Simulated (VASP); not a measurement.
# WSe4 (P-43m) in VASP: a series of runs

WSe4 is run at these levels: PBE; tasks: single point, relaxation of cell and atoms.

All numbers are computed with VASP 6.6.1; they aren't measurements. Logs are shortened: lines on timing, memory, paths and dates and some standing lists are left out, and cuts for length are marked.

## 1. The cell of the first run

The structure is cubic, space group P-43m (No. 215). Conventional cell: a = 5.221 Å, b = 5.221 Å, c = 5.221 Å, α = 90.00°, β = 90.00°, γ = 90.00°. W (site symmetry -43m) has 4 Se at 2.26 Å within 3.0 Å. Within 3.0 Å of Se (site symmetry 3m) lie 1 W at 2.26 Å.

## 2. Single point, PBE

Contents of INCAR:

```
SYSTEM = WSe4
PREC = Accurate
ENCUT = 520
EDIFF = 1E-6
ISMEAR = 0
SIGMA = 0.1
LREAL = .FALSE.
LASPH = .TRUE.
NELM = 100
ALGO = Normal
ISIF = 2
LWAVE = .FALSE.
LCHARG = .FALSE.
GGA = PE
NBANDS = 27
```

Contents of KPOINTS:

```
Automatic mesh
0
G
  4 4 4
  0 0 0
```

Contents of POSCAR:

```
WSe4
1.0
    5.2206496800      0.0000000000      0.0000000000
    0.0000000000      5.2206496800      0.0000000000
    0.0000000000      0.0000000000      5.2206496800
W Se
1 4
Direct
    0.0000000000      0.0000000000      0.0000000000
    0.2500000000      0.2500000000      0.2500000000
    0.7500000000      0.7500000000      0.2500000000
    0.2500000000      0.7500000000      0.7500000000
    0.7500000000      0.2500000000      0.7500000000
```

Potentials or basis: VASP PAW PBE potentials, release 64 (W_sv, Se).

Started as:

```
> cat potpaw_PBE.64/W_sv/POTCAR potpaw_PBE.64/Se/POTCAR > POTCAR
> mpirun -np 1 vasp_std > vasp.out
```

OUTCAR:

```text
SYSTEM = WSe4
   PREC = Accurate
   ENCUT = 520
   EDIFF = 1E-6
   ISMEAR = 0
   LREAL = .FALSE.
   LASPH = .TRUE.
   NELM = 100
   ISIF = 2
   GGA = PE

 ion  position               nearest neighbor table
   1  0.000  0.000  0.000-   2 2.26   3 2.26   4 2.26   5 2.26
   2  0.250  0.250  0.250-   1 2.26
   3  0.750  0.750  0.250-   1 2.26
   4  0.250  0.750  0.750-   1 2.26
   5  0.750  0.250  0.750-   1 2.26

  LATTYP: Found a simple cubic cell.
 ALAT       =     5.2206496800

  Lattice vectors:

 A1 = (   5.2206496800,   0.0000000000,   0.0000000000)
 A2 = (   0.0000000000,   5.2206496800,   0.0000000000)
 A3 = (   0.0000000000,   0.0000000000,   5.2206496800)

Analysis of symmetry for initial positions (statically):
=====================================================================
 Subroutine PRICEL returns:
 Original cell was already a primitive cell.

 Routine SETGRP: Setting up the symmetry group for a
 simple cubic supercell.

 Subroutine GETGRP returns: Found 24 space group operations
 (whereof 24 operations were pure point group operations)
 out of a pool of 48 trial point group operations.

The static configuration has the point symmetry T_d .

Analysis of symmetry for dynamics (positions and initial velocities):
=====================================================================
 Subroutine PRICEL returns:
 Original cell was already a primitive cell.

 Routine SETGRP: Setting up the symmetry group for a
 simple cubic supercell.

 Subroutine GETGRP returns: Found 24 space group operations
 (whereof 24 operations were pure point group operations)
 out of a pool of 48 trial point group operations.

The dynamic configuration has the point symmetry T_d .

 Subroutine INISYM returns: Found 24 space group operations
 (whereof 24 operations are pure point group operations),
 and found     1 'primitive' translations

----------------------------------------------------------------------------------------

                                     Primitive cell

  volume of cell :     142.2898

  direct lattice vectors                    reciprocal lattice vectors
     5.220649680  0.000000000  0.000000000     0.191547041  0.000000000  0.000000000
     0.000000000  5.220649680  0.000000000     0.000000000  0.191547041  0.000000000
     0.000000000  0.000000000  5.220649680     0.000000000  0.000000000  0.191547041

  length of vectors
[... 73 lines left out ...]
   EDIFF  = 0.1E-05   stopping-criterion for ELM
   LREAL  =      F    real-space projection
   EDIFFG = 0.1E-04   stopping-criterion for IOM
   NSW    =      0    number of steps for IOM
   IBRION =     -1    ionic relax: 0-MD 1-quasi-New 2-CG
   NFREE  =      0    steps in history (QN), initial steepest desc. (CG)
   ISIF   =      2    stress and relaxation
   ISYM   =      2    0-nonsym 1-usesym 2-fastsym
   POTIM  = 0.5000    time-step for ionic-motion
   TEBEG  =    0.0;   TEEND  =   0.0 temperature during run
   PSTRESS=    0.0 pullay stress
   NELECT =      38.0000    total number of electrons
   NUPDOWN=      -1.0000    fix difference up-down
   EMIN   =  10.00;   EMAX   =-10.00  energy-range for DOS
   EFERMI =   0.00;   METHOD = LEGACY
   ISMEAR =     0;   SIGMA  =   0.10  broadening in eV -4-tet -1-fermi 0-gaus
   EFERMI_NEDOS =   21; number of points for ismear=-14 and -15
   IALGO  =     38    algorithm
   IMIX   =      4    mixing-type and parameters
     AMIX     =   0.40;   BMIX     =  1.00
     AMIX_MAG =   1.60;   BMIX_MAG =  1.00
  volume/ion in A,a.u.               =      28.46       192.04
  Fermi-wavevector in a.u.,A,eV,Ry     =   1.054253  1.992249 15.122185  1.111449
  Thomas-Fermi vector in A             =   2.189406
   LORBIT       =      0    0 simple, 1 ext, 2 COOP (PROOUT), +10 PAW based schemes
   GGA     = PE    functional components
   LHFCALC =     F    Hartree Fock is set to
   AEXX    =    0.0000 exact exchange contribution
   IVDW    =     0    specifies the selected vdW correction
   LEPSILON=     F    determine dielectric tensor
   LRPA    =     F    only Hartree local field effects (RPA)
 non-spin polarized calculation
 Gauss-broadening in eV      SIGMA  =   0.10
  energy-cutoff  :      520.00
  volume of cell :      142.29
 maximum number of plane-waves:      3887
 NGX is ok and might be reduce to    40
   NGX = 19   NGY = 19   NGZ = 19

 number of electron      38.0000005 magnetization

 Free energy of the ion-electron system (eV)
  ---------------------------------------------------
  ext. energy  EPLUGINS =         0.00000000
  ---------------------------------------------------
  free energy    TOTEN  =       -25.93982576 eV

  energy without entropy =      -25.89409848  energy(sigma->0) =      -25.91696212

 E-fermi :   1.8880     XC(G=0):  -8.9427

 val. band max:        1.8815208601   @ k =   0.5000   0.2500   0.2500
 cond. band min:       1.8899899281   @ k =   0.2500   0.2500   0.0000
 fundamental gap:      0.0084690680
 Fermi energy:         1.8880259354

 k-point     1 :       0.0000    0.0000    0.0000
  band No.  band energies     occupation
      1     -71.7109      2.00000
      2     -36.0523      2.00000
      3     -36.0523      2.00000
      4     -36.0523      2.00000
      5     -11.1365      2.00000
      6      -9.6726      2.00000
[... 289 lines left out ...]
     26       8.7266      0.00000
     27       9.0153      0.00000

------------------------ aborting loop because EDIFF is reached ----------------------------------------

  FORCE on cell =-STRESS in cart. coord.  units (eV):
  Direction    XX          YY          ZZ          XY          YZ          ZX
  --------------------------------------------------------------------------------------
  -------------------------------------------------------------------------------------
  Total        5.4327825      5.4327825      5.4327825      0.0000000     -0.0000000     -0.0000000
  in kB       61.1729251     61.1729251     61.1729251      0.0000000     -0.0000000     -0.0000000
  external PRESSURE =      61.1729251 kB  Pullay stress =       0.0000000 kB

 VOLUME and BASIS-vectors are now :
 -----------------------------------------------------------------------------
  energy-cutoff  :      520.00
  volume of cell :      142.29
      direct lattice vectors                 reciprocal lattice vectors
     5.220649680  0.000000000  0.000000000     0.191547041  0.000000000  0.000000000
     0.000000000  5.220649680  0.000000000     0.000000000  0.191547041  0.000000000
     0.000000000  0.000000000  5.220649680     0.000000000  0.000000000  0.191547041

 POSITION                                       TOTAL-FORCE (eV/Angst)
 -----------------------------------------------------------------------------------
      0.00000      0.00000      0.00000         0.000000      0.000000      0.000000
      1.30516      1.30516      1.30516         0.801327      0.801327      0.801327
      3.91549      3.91549      1.30516        -0.801327     -0.801327      0.801327
      1.30516      3.91549      3.91549         0.801327     -0.801327     -0.801327
      3.91549      1.30516      3.91549        -0.801327      0.801327     -0.801327
 -----------------------------------------------------------------------------------
    total drift:                                0.000000     -0.000000     -0.000000

  FREE ENERGIE OF THE ION-ELECTRON SYSTEM (eV)
  ---------------------------------------------------
  free  energy   TOTEN  =       -25.9398257606 eV

  energy  without entropy=      -25.8940984773  energy(sigma->0) =      -25.91696212
```

stdout:

```text
POSCAR found type information on POSCAR W Se
 POSCAR found :  2 types and       5 ions
 scaLAPACK will be used
 LDA part: xc-table for (Slater+PW92), standard interpolation
 POSCAR, INCAR and KPOINTS ok, starting setup
 FFT: planning ... GRIDC
 FFT: planning ... GRID_SOFT
 FFT: planning ... GRID
 WAVECAR not read
 entering main loop
```

It took 31 s on 1 thread of Intel Xeon Platinum 8259CL at 2.50GHz (Skylake/Cascade Lake), shared host; peak memory 0.25 GiB.

What came out:

- Free energy: -25.9398 eV
- Pressure: 6.1 GPa
- Band gap on the k mesh: zero (band 19 reaches 2.42 eV, above the bottom of band 20 at 1.60 eV)

Levels at points of the mesh, in eV from the Fermi level:
```csv
k point,band 15,band 16,band 17,band 18,band 19,band 20,band 21,band 22,band 23,band 24
"(0.00, 0.00, 0.00)",-0.51,-0.51,-0.51,-0.28,-0.28,-0.28,1.67,1.67,3.47,3.47
"(0.50, 0.00, 0.00)",-1.90,-1.83,-0.98,-0.98,0.11,0.11,1.78,2.60,3.27,3.38
"(0.50, 0.50, 0.00)",-1.83,-1.55,-1.55,-0.64,-0.64,0.55,2.33,2.58,3.28,3.90
"(0.50, 0.50, 0.50)",-2.19,-1.76,-1.76,0.53,0.53,0.53,3.11,3.11,4.15,4.15
```

Caveat: spin-orbit coupling is left out, which moves the levels of the heavy elements.

## 3. Single point, PBE

This run uses another cell than the first one, of 32.92 Å³/atom, 1.157 times its volume.

Contents of INCAR:

```
SYSTEM = WSe4
PREC     = Accurate       ! precision mode
ENCUT    = 520            ! plane-wave cutoff, eV
EDIFF    = 1E-6           ! SCF threshold, eV
ISMEAR   = 0              ! smearing method
SIGMA    = 0.1            ! smearing width, eV
LREAL    = .False.        ! projectors in reciprocal space
LASPH    = .True.         ! aspherical terms in the spheres
NELM     = 80             ! most SCF steps
ALGO     = Normal         ! electronic algorithm
ISIF     = 2              ! what is computed and relaxed
LWAVE    = .False.        ! write WAVECAR
LCHARG   = .False.        ! write CHGCAR
GGA      = PE             ! functional
NBANDS   = 27             ! bands
```

Contents of KPOINTS:

```
Automatic mesh
0
Gamma
  4 4 4
  0 0 0
```

Contents of POSCAR:

```
WSe4
1.0
    5.4801149598      0.0000000000      0.0000000000
    0.0000000000      5.4801149598      0.0000000000
    0.0000000000      0.0000000000      5.4801149598
W Se
1 4
Direct
    0.0000000000      0.0000000000      0.0000000000
    0.2444537889      0.2444537889      0.2444537889
    0.7555462111      0.7555462111      0.2444537889
    0.2444537889      0.7555462111      0.7555462111
    0.7555462111      0.2444537889      0.7555462111
```

Potentials or basis: VASP PAW PBE potentials, release 64 (W_sv, Se).

Started as:

```
> cat potpaw_PBE.64/W_sv/POTCAR potpaw_PBE.64/Se/POTCAR > POTCAR
> mpirun -np 1 vasp_std > vasp.out
```

OUTCAR:

```text
SYSTEM = WSe4
   PREC = Accurate
   ENCUT = 520
   EDIFF = 1E-6
   ISMEAR = 0
   LREAL = .False.
   LASPH = .True.
   NELM = 80
   ISIF = 2
   GGA = PE

 ion  position               nearest neighbor table
   1  0.000  0.000  0.000-   2 2.32   3 2.32   4 2.32   5 2.32
   2  0.244  0.244  0.244-   1 2.32
   3  0.756  0.756  0.244-   1 2.32
   4  0.244  0.756  0.756-   1 2.32
   5  0.756  0.244  0.756-   1 2.32

  LATTYP: Found a simple cubic cell.
 ALAT       =     5.4801149598

  Lattice vectors:

 A1 = (   5.4801149598,   0.0000000000,   0.0000000000)
 A2 = (   0.0000000000,   5.4801149598,   0.0000000000)
 A3 = (   0.0000000000,   0.0000000000,   5.4801149598)

Analysis of symmetry for initial positions (statically):
=====================================================================
 Subroutine PRICEL returns:
 Original cell was already a primitive cell.

 Routine SETGRP: Setting up the symmetry group for a
 simple cubic supercell.

 Subroutine GETGRP returns: Found 24 space group operations
 (whereof 24 operations were pure point group operations)
[... 156 lines left out ...]
 E-fermi :   0.7543     XC(G=0):  -8.2630

 val. band max:        0.7167423095   @ k =   0.2500   0.2500   0.2500
 cond. band min:       0.7549311294   @ k =   0.5000   0.5000   0.2500
 fundamental gap:      0.0381888199
 Fermi energy:         0.7542977514

 k-point     1 :       0.0000    0.0000    0.0000
  band No.  band energies     occupation
      1     -73.0472      2.00000
      2     -37.3021      2.00000
      3     -37.3021      2.00000
      4     -37.3021      2.00000
      5     -11.7795      2.00000
      6     -10.7090      2.00000
[... 289 lines left out ...]
     26       7.1425      0.00000
     27       7.6888      0.00000

------------------------ aborting loop because EDIFF is reached ----------------------------------------

  FORCE on cell =-STRESS in cart. coord.  units (eV):
  Direction    XX          YY          ZZ          XY          YZ          ZX
  --------------------------------------------------------------------------------------
  -------------------------------------------------------------------------------------
  Total       -0.0140135     -0.0140135     -0.0140135      0.0000000     -0.0000000      0.0000000
  in kB       -0.1364230     -0.1364230     -0.1364230      0.0000000     -0.0000000      0.0000000
  external PRESSURE =      -0.1364230 kB  Pullay stress =       0.0000000 kB

 VOLUME and BASIS-vectors are now :
 -----------------------------------------------------------------------------
  energy-cutoff  :      520.00
  volume of cell :      164.58
      direct lattice vectors                 reciprocal lattice vectors
     5.480114960  0.000000000  0.000000000     0.182477924  0.000000000  0.000000000
     0.000000000  5.480114960  0.000000000     0.000000000  0.182477924  0.000000000
     0.000000000  0.000000000  5.480114960     0.000000000  0.000000000  0.182477924

 POSITION                                       TOTAL-FORCE (eV/Angst)
 -----------------------------------------------------------------------------------
      0.00000      0.00000      0.00000        -0.000000     -0.000000      0.000000
      1.33963      1.33963      1.33963        -0.001148     -0.001148     -0.001148
      4.14048      4.14048      1.33963         0.001148      0.001148     -0.001148
      1.33963      4.14048      4.14048        -0.001148      0.001148      0.001148
      4.14048      1.33963      4.14048         0.001148     -0.001148      0.001148
 -----------------------------------------------------------------------------------
    total drift:                               -0.000000     -0.000000      0.000000

  FREE ENERGIE OF THE ION-ELECTRON SYSTEM (eV)
  ---------------------------------------------------
  free  energy   TOTEN  =       -26.1827065130 eV

  energy  without entropy=      -26.1342004336  energy(sigma->0) =      -26.15845347
```

OSZICAR:

```text
N       E                     dE             d eps       ncg     rms          rms(c)
DAV:   1     0.240013578956E+03    0.24001E+03   -0.17076E+04   620   0.124E+03
DAV:   2    -0.978604085341E+01   -0.24980E+03   -0.24351E+03   676   0.266E+02
DAV:   3    -0.272851566496E+02   -0.17499E+02   -0.17208E+02   655   0.674E+01
DAV:   4    -0.275555363792E+02   -0.27038E+00   -0.26928E+00   621   0.922E+00
DAV:   5    -0.275583293937E+02   -0.27930E-02   -0.27927E-02   654   0.109E+00    0.220E+01
DAV:   6    -0.267382316317E+02    0.82010E+00   -0.68086E+00   561   0.159E+01    0.701E+00
DAV:   7    -0.263485072519E+02    0.38972E+00   -0.23259E+00   565   0.103E+01    0.613E+00
DAV:   8    -0.261826218940E+02    0.16589E+00   -0.38731E-01   592   0.415E+00    0.149E+00
DAV:   9    -0.261834956897E+02   -0.87380E-03   -0.59909E-02   596   0.126E+00    0.641E-01
DAV:  10    -0.261831223972E+02    0.37329E-03   -0.12777E-02   576   0.805E-01    0.371E-01
DAV:  11    -0.261827122241E+02    0.41017E-03   -0.15316E-03   618   0.294E-01    0.385E-02
DAV:  12    -0.261826967068E+02    0.15517E-04   -0.11064E-04   598   0.533E-02    0.152E-02
DAV:  13    -0.261827057712E+02   -0.90644E-05   -0.24679E-05   579   0.251E-02    0.654E-03
DAV:  14    -0.261827065130E+02   -0.74174E-06   -0.23084E-06   517   0.981E-03
   1 F= -.26182707E+02 E0= -.26158453E+02  d E =-.485061E-01
```

Wall time 39 s (1 thread of Intel Xeon Platinum 8259CL at 2.50GHz (Skylake/Cascade Lake), shared host); peak memory 0.26 GiB.

What came out:

```yaml
Free_energy: -26.1827 eV
Pressure: 0.0 GPa
Band_gap_on_the_k_mesh: zero (band 19 reaches 1.15 eV, above the bottom of band 20 at 0.38 eV)
```

Caveat: spin-orbit coupling is left out, which moves the levels of the heavy elements.

[end of part 1 of 2]
